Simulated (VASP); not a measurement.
# MoS2 in VASP: further runs

The runs below take MoS2 through single point, with LDA.

Program: VASP 6.6.1. These are calculated values, not measurements. Logs are shortened: lines on timing, memory, paths and dates and some standing lists are left out, and cuts for length are marked.

### Step 1. The cell of the first run

The cell holds a slab with vacuum, 3 atoms: a = 3.184 Å, b = 3.184 Å, c = 17.335 Å, α = 90.00°, β = 90.00°, γ = 120.00°.

### Step 2. Single point, LDA

INCAR reads:

```
SYSTEM = MoS2
PREC     = Accurate       ! precision mode
ENCUT    = 520            ! plane-wave cutoff, eV
EDIFF    = 1E-6           ! SCF threshold, eV
ISMEAR   = 0              ! smearing method
SIGMA    = 0.15           ! smearing width, eV
LREAL    = .FALSE.        ! projectors in reciprocal space
LASPH    = .TRUE.         ! aspherical terms in the spheres
NELM     = 100            ! most SCF steps
ALGO     = Normal         ! electronic algorithm
ISIF     = 2              ! what is computed and relaxed
LWAVE    = .FALSE.        ! write WAVECAR
LCHARG   = .TRUE.         ! write CHGCAR
GGA      = CA             ! functional
LELF     = .TRUE.         ! ELF
LVHAR    = .TRUE.       
NBANDS   = 20             ! bands
```

KPOINTS reads:

```
Automatic mesh
0
G
  12 12 2
  0 0 0
```

POSCAR reads:

```
MoS2
1.0
    3.1841300000      0.0000000000      0.0000000000
   -1.5920600000      2.7575300000      0.0000000000
    0.0000000000      0.0000000000     17.3346000000
Mo S
1 2
Direct
    0.0000000000      0.0000000000      0.0000000000
    0.3333333333      0.6666666667      0.0894900000
    0.3333333333      0.6666666667      0.9105100000
```

Potentials or basis: VASP PAW LDA potentials, release 64 (Mo_sv, S).

Command:

```bash
$ cat potpaw_LDA.64/Mo_sv/POTCAR potpaw_LDA.64/S/POTCAR > POTCAR
$ mpirun -np 1 vasp_std > vasp.out
```

OUTCAR:

```text
SYSTEM = MoS2
   PREC = Accurate
   ENCUT = 520
   EDIFF = 1E-6
   ISMEAR = 0
   LREAL = .FALSE.
   LASPH = .TRUE.
   NELM = 100
   ISIF = 2
   GGA = CA

 ion  position               nearest neighbor table
   1  0.000  0.000  0.000-   2 2.41   3 2.41   2 2.41   3 2.41   2 2.41   3 2.41
   2  0.333  0.667  0.089-   1 2.41   1 2.41   1 2.41
   3  0.333  0.667  0.911-   1 2.41   1 2.41   1 2.41

  LATTYP: Found a hexagonal cell.
 ALAT       =     3.1841300000
 C/A-ratio  =     5.4440616432

  Lattice vectors:

 A1 = (   3.1841300000,   0.0000000000,   0.0000000000)
 A2 = (  -1.5920600000,   2.7575300000,   0.0000000000)
 A3 = (   0.0000000000,   0.0000000000,  17.3346000000)

Analysis of symmetry for initial positions (statically):
=====================================================================
 Subroutine PRICEL returns:
 Original cell was already a primitive cell.

 Routine SETGRP: Setting up the symmetry group for a
 hexagonal supercell.

 Subroutine GETGRP returns: Found 12 space group operations
 (whereof 12 operations were pure point group operations)
 out of a pool of 24 trial point group operations.

The static configuration has the point symmetry D_3h.

Analysis of symmetry for dynamics (positions and initial velocities):
=====================================================================
 Subroutine PRICEL returns:
 Original cell was already a primitive cell.

 Routine SETGRP: Setting up the symmetry group for a
 hexagonal supercell.

 Subroutine GETGRP returns: Found 12 space group operations
 (whereof 12 operations were pure point group operations)
 out of a pool of 24 trial point group operations.

The dynamic configuration has the point symmetry D_3h.

 Subroutine INISYM returns: Found 12 space group operations
 (whereof 12 operations are pure point group operations),
 and found     1 'primitive' translations

----------------------------------------------------------------------------------------

                                     Primitive cell

  volume of cell :     152.2036

  direct lattice vectors                    reciprocal lattice vectors
     3.184130000  0.000000000  0.000000000     0.314057529  0.181321121  0.000000000
    -1.592060000  2.757530000  0.000000000     0.000000000  0.362643380  0.000000000
     0.000000000  0.000000000 17.334600000     0.000000000  0.000000000  0.057688092

  length of vectors
     3.184130000  3.184121032 17.334600000     0.362642359  0.362643380  0.057688092

  position of ions in fractional coordinates (direct lattice)
     0.000000000  0.000000000  0.000000000
     0.333333333  0.666666667  0.089490000
     0.333333333  0.666666667  0.910510000

  ion indices of the primitive-cell ions
   primitive index   ion index
                 1           1
                 2           2
                 3           3

----------------------------------------------------------------------------------------

 KPOINTS: Automatic mesh

Automatic generation of k-mesh.
 Grid dimensions read from file:
 generate k-points for:   12   12    2

 Generating k-lattice:

  Cartesian coordinates                     Fractional coordinates (reciprocal lattice)
     0.026171461  0.015110093  0.000000000     0.083333333  0.000000000  0.000000000
     0.000000000  0.030220282  0.000000000     0.000000000  0.083333333  0.000000000
     0.000000000  0.000000000  0.028844046     0.000000000  0.000000000  0.500000000

  Length of vectors
     0.030220197  0.030220282  0.028844046

  Shift w.r.t. Gamma in fractional coordinates (k-lattice)
     0.000000000  0.000000000  0.000000000

 Subroutine IBZKPT returns following result:
 ===========================================

 Found     38 irreducible k-points:

 Following reciprocal coordinates:
            Coordinates               Weight
  0.000000  0.000000  0.000000      1.000000
  0.083333  0.000000  0.000000      6.000000
  0.166667  0.000000  0.000000      6.000000
  0.250000  0.000000  0.000000      6.000000
  0.333333  0.000000  0.000000      6.000000
  0.416667  0.000000  0.000000      6.000000
[... 16 lines left out ...]
  0.250000  0.000000  0.500000      6.000000
  0.333333  0.000000  0.500000      6.000000
 [... further k-points ...]
   k-points           NKPTS =     38   k-points in BZ     NKDIM =     38   number of bands    NBANDS=     20
   number of dos      NEDOS =    301   number of ions     NIONS =      3
   total plane-waves  NPLWV =  80640
   dimension x,y,z NGX =    24 NGY =   24 NGZ =  140
   dimension x,y,z NGXF=    48 NGYF=   48 NGZF=  280
   ions per type =               1   2
   NGX,Y,Z   is equivalent  to a cutoff of  12.53, 12.53, 13.43 a.u.
   NGXF,Y,Z  is equivalent  to a cutoff of  25.06, 25.06, 26.85 a.u.
 SYSTEM =  MoS2
   PREC   = accura    normal or accurate (medium, high low for compatibility)
   ISTART =      0    job   : 0-new  1-cont  2-samecut
   ICHARG =      2    charge: 1-file 2-atom 10-const
   ISPIN  =      1    spin polarized calculation?
   LNONCOLLINEAR =      F non collinear calculations
   LSORBIT =      F    spin-orbit coupling
   LASPH  =      T    aspherical Exc in radial PAW
   ENCUT  =  520.0 eV  38.22 Ry    6.18 a.u.   5.92  5.92 32.23*2*pi/ulx,y,z
   NELM   =    100;   NELMIN=  2; NELMDL= -5     # of ELM steps
   EDIFF  = 0.1E-05   stopping-criterion for ELM
   LREAL  =      F    real-space projection
   EDIFFG = 0.1E-04   stopping-criterion for IOM
   NSW    =      0    number of steps for IOM
   IBRION =     -1    ionic relax: 0-MD 1-quasi-New 2-CG
   NFREE  =      0    steps in history (QN), initial steepest desc. (CG)
   ISIF   =      2    stress and relaxation
   ISYM   =      2    0-nonsym 1-usesym 2-fastsym
   POTIM  = 0.5000    time-step for ionic-motion
   TEBEG  =    0.0;   TEEND  =   0.0 temperature during run
   PSTRESS=    0.0 pullay stress
   NELECT =      26.0000    total number of electrons
   NUPDOWN=      -1.0000    fix difference up-down
   EMIN   =  10.00;   EMAX   =-10.00  energy-range for DOS
   EFERMI =   0.00;   METHOD = LEGACY
   ISMEAR =     0;   SIGMA  =   0.15  broadening in eV -4-tet -1-fermi 0-gaus
   EFERMI_NEDOS =   21; number of points for ismear=-14 and -15
   IALGO  =     38    algorithm
   IMIX   =      4    mixing-type and parameters
     AMIX     =   0.40;   BMIX     =  1.00
     AMIX_MAG =   1.60;   BMIX_MAG =  1.00
  volume/ion in A,a.u.               =      50.73       342.37
  Fermi-wavevector in a.u.,A,eV,Ry     =   0.908359  1.716550 11.226393  0.825117
  Thomas-Fermi vector in A             =   2.032276
   LORBIT       =      0    0 simple, 1 ext, 2 COOP (PROOUT), +10 PAW based schemes
   GGA     = CA    functional components
   LHFCALC =     F    Hartree Fock is set to
   AEXX    =    0.0000 exact exchange contribution
   IVDW    =     0    specifies the selected vdW correction
   LEPSILON=     F    determine dielectric tensor
   LRPA    =     F    only Hartree local field effects (RPA)
 non-spin polarized calculation
 Gauss-broadening in eV      SIGMA  =   0.15
  energy-cutoff  :      520.00
  volume of cell :      152.20
 maximum number of plane-waves:      4126
 NGX is ok and might be reduce to    24
   NGX = 11   NGY = 11   NGZ = 65

 number of electron      26.0000004 magnetization

 Free energy of the ion-electron system (eV)
  ---------------------------------------------------
  ext. energy  EPLUGINS =         0.00000000
  ---------------------------------------------------
  free energy    TOTEN  =       -24.32283660 eV

  energy without entropy =      -24.32283660  energy(sigma->0) =      -24.32283660

 E-fermi :  -0.9414     XC(G=0):  -4.4950

 val. band max:       -1.6148705671   @ k =   0.0000   0.0000   0.0000
 cond. band min:      -0.0216451261   @ k =   0.3333   0.3333   0.0000
 fundamental gap:      1.5932254410
 Fermi energy:        -0.9413588472

 k-point     1 :       0.0000    0.0000    0.0000
  band No.  band energies     occupation
      1     -62.1439      2.00000
      2     -36.4883      2.00000
      3     -36.2710      2.00000
      4     -36.2709      2.00000
      5     -15.6728      2.00000
      6     -14.3163      2.00000
[... 12 lines left out ...]
     19       4.2587      0.00000
     20       4.5504      0.00000

 k-point     2 :       0.0833    0.0000    0.0000
  band No.  band energies     occupation
      1     -62.1413      2.00000
      2     -36.4832      2.00000
      3     -36.2971      2.00000
      4     -36.2769      2.00000
      5     -15.5691      2.00000
      6     -14.2752      2.00000
[... 12 lines left out ...]
     19       4.3917      0.00000
     20       4.9508      0.00000

 k-point     3 :       0.1667    0.0000    0.0000
  band No.  band energies     occupation
      1     -62.1342      2.00000
      2     -36.4693      2.00000
      3     -36.3680      2.00000
      4     -36.2931      2.00000
      5     -15.2745      2.00000
      6     -14.1585      2.00000
[... 12 lines left out ...]
     19       4.7739      0.00000
     20       5.6785      0.00000

 k-point     4 :       0.2500    0.0000    0.0000
  band No.  band energies     occupation
      1     -62.1246      2.00000
      2     -36.4635      2.00000
      3     -36.4502      2.00000
      4     -36.3151      2.00000
      5     -14.8388      2.00000
      6     -13.9873      2.00000
[... 12 lines left out ...]
     19       5.3513      0.00000
     20       6.2525      0.00000

 k-point     5 :       0.3333    0.0000    0.0000
  band No.  band energies     occupation
      1     -62.1149      2.00000
      2     -36.5576      2.00000
      3     -36.4311      2.00000
      4     -36.3370      2.00000
      5     -14.3506      2.00000
      6     -13.7995      2.00000
[... 12 lines left out ...]
     19       5.9247      0.00000
     20       6.2231      0.00000
[... 353 lines left out ...]
      6     -14.2752      2.00000
[... 12 lines left out ...]
     19       4.2289      0.00000
     20       5.0637      0.00000

 k-point    22 :       0.1667    0.0000    0.5000
  band No.  band energies     occupation
      1     -62.1342      2.00000
      2     -36.4693      2.00000
      3     -36.3680      2.00000
      4     -36.2931      2.00000
      5     -15.2745      2.00000
      6     -14.1585      2.00000
[... 12 lines left out ...]
     19       4.6251      0.00000
     20       5.8982      0.00000

 k-point    23 :       0.2500    0.0000    0.5000
  band No.  band energies     occupation
      1     -62.1246      2.00000
      2     -36.4635      2.00000
      3     -36.4502      2.00000
      4     -36.3151      2.00000
      5     -14.8388      2.00000
      6     -13.9873      2.00000
[... 12 lines left out ...]
     19       5.2311      0.00000
     20       6.4602      0.00000

 k-point    24 :       0.3333    0.0000    0.5000
  band No.  band energies     occupation
      1     -62.1149      2.00000
      2     -36.5576      2.00000
      3     -36.4311      2.00000
      4     -36.3370      2.00000
      5     -14.3506      2.00000
      6     -13.7995      2.00000
[... 12 lines left out ...]
     19       5.8825      0.00000
     20       6.2345      0.00000

 [... further k-points ...]

------------------------ aborting loop because EDIFF is reached ----------------------------------------

  FORCE on cell =-STRESS in cart. coord.  units (eV):
  Direction    XX          YY          ZZ          XY          YZ          ZX
  --------------------------------------------------------------------------------------
  -------------------------------------------------------------------------------------
  Total       -2.2440460     -2.2440339     -1.1930235     -0.0000041      0.0000000     -0.0000000
  in kB      -23.6220442    -23.6219162    -12.5584122     -0.0000428      0.0000000     -0.0000000
  external PRESSURE =     -19.9341242 kB  Pullay stress =       0.0000000 kB

 VOLUME and BASIS-vectors are now :
 -----------------------------------------------------------------------------
  energy-cutoff  :      520.00
  volume of cell :      152.20
      direct lattice vectors                 reciprocal lattice vectors
     3.184130000  0.000000000  0.000000000     0.314057529  0.181321121  0.000000000
    -1.592060000  2.757530000  0.000000000     0.000000000  0.362643380  0.000000000
     0.000000000  0.000000000 17.334600000     0.000000000  0.000000000  0.057688092

 POSITION                                       TOTAL-FORCE (eV/Angst)
 -----------------------------------------------------------------------------------
      0.00000      0.00000      0.00000         0.000000      0.000000      0.000000
      0.00000      1.83835      1.55127        -0.000000     -0.000000     -0.376335
      0.00000      1.83835     15.78333         0.000000     -0.000000      0.376335
 -----------------------------------------------------------------------------------
    total drift:                               -0.000051     -0.000076     -0.000000

  FREE ENERGIE OF THE ION-ELECTRON SYSTEM (eV)
  ---------------------------------------------------
  free  energy   TOTEN  =       -24.3228365966 eV

  energy  without entropy=      -24.3228365966  energy(sigma->0) =      -24.32283660
```

Run time: 2.2 min. Hardware: 1 thread of Intel Xeon Platinum 8375C at 2.90GHz (Ice Lake), shared host; peak memory 0.27 GiB.

Results:

```
Free energy            : -24.3228 eV
Largest force          : 0.376 eV/Å
Band gap on the k mesh : 1.59 eV (least direct gap 1.66 eV)
```

Forces on the atoms (eV/Å):
```
Mo   0.000  0.000  0.000
S    0.000  0.000 -0.376
S    0.000  0.000  0.376
```

Levels at points of the mesh, in eV from the valence-band top:
```csv
k point,band 11,band 12,band 13,band 14,band 15,band 16
"(0.00, 0.00, 0.00)",-1.57,-1.57,0.00,2.73,2.74,3.03
"(0.50, 0.00, 0.00)",-1.84,-1.01,-0.65,2.19,2.72,3.83
"(0.00, 0.00, 0.50)",-1.57,-1.57,0.00,2.73,2.74,3.03
"(0.50, 0.00, 0.50)",-1.84,-1.01,-0.65,2.19,2.72,3.83
```

Caveat: there is no dipole correction, which matters where the two faces differ.

(Continued in part 2 of 2.)
